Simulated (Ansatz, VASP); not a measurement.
## NaF: VASP beside Ansatz

INCAR

```
ALGO     = Normal         # electronic algorithm
EDIFF    = 1E-6           # SCF threshold, eV
ENCUT    = 520            # plane-wave cutoff, eV
GGA      = PE             # functional
ISIF     = 2              # what is computed and relaxed
ISMEAR   = -1             # smearing method
LASPH    = T              # aspherical terms in the spheres
LCHARG   = F              # write CHGCAR
LREAL    = F              # projectors in reciprocal space
LWAVE    = F              # write WAVECAR
NBANDS   = 14             # bands
NELM     = 100            # most SCF steps
PREC     = Accurate       # precision mode
SIGMA    = 0.02           # smearing width, eV
```

File KPOINTS:

```
k-points
0
Gamma
  10 10 10
```

Contents of POSCAR:

```
NaF
1.0
    0.0000000000      2.1634729054      2.2971680881
    2.1634729054      0.0000000000      2.2971680881
    2.1634729054      2.1634729054      0.0000000000
Na F
1 1
Direct
    0.0000000000      0.0000000000      0.0000000000
    0.5000000000      0.5000000000      0.5000000000
```

Input for Ansatz:

```yaml
crystal:
  lattice:
    - [0.0, 2.1634729054, 2.2971680881]
    - [2.1634729054, 0.0, 2.2971680881]
    - [2.1634729054, 2.1634729054, 0.0]
  atoms:
    - { symbol: Na, position: [0.0, 0.0, 0.0] }
    - { symbol: F, position: [0.5, 0.5, 0.5] }
kpoints:
  mp_grid: { grid: [10, 10, 10] }
  band_path:
    path:
      - [0.0, 0.0, 0.0]
      - [0.5, 0.0, 0.5]
      - [0.625, 0.25, 0.625]
      - [0.375, 0.375, 0.75]
      - [0.5, 0.5, 0.5]
      - [0.5, 0.25, 0.75]
    npoints: 1
hamiltonian:
  xc: pbe
scf:
  occupations: { method: fermi_dirac, width: 0.02 }
  n_extra_bands: 4
output:
  forces: true
  stress: true
  eigenvalues: true
```

Change from the starting cell: biaxial_xy strain -5.8%.

Alike in both runs: task single point; functional PBE; k mesh 10 × 10 × 10; occupations fermi-dirac, width 0.02 eV; no spin polarisation.

|  | VASP | Ansatz |
| --- | --- | --- |
| version | VASP 6.6.1 | Ansatz 0.2.0 |
| potentials or method | VASP PAW PBE potentials, release 64 (Na_pv, F) | plane waves, PAW |
| plane-wave cutoff (eV) | 520 | 420 |
| valence electrons in the cell | 14 | 16 |

```tsv
	VASP	Ansatz	Ansatz less VASP
gap on the k mesh at the Fermi level (eV)	7.14	7.16	+0.022
pressure (GPa)	13.8	13.7	-0.07
traceless stress, the component that is largest in VASP (GPa)	-6.67	-6.44	+0.229
```

VASP's potentials hold 14 valence electrons a cell and Ansatz's 16, so a difference there can come from the potentials and not from the codes.
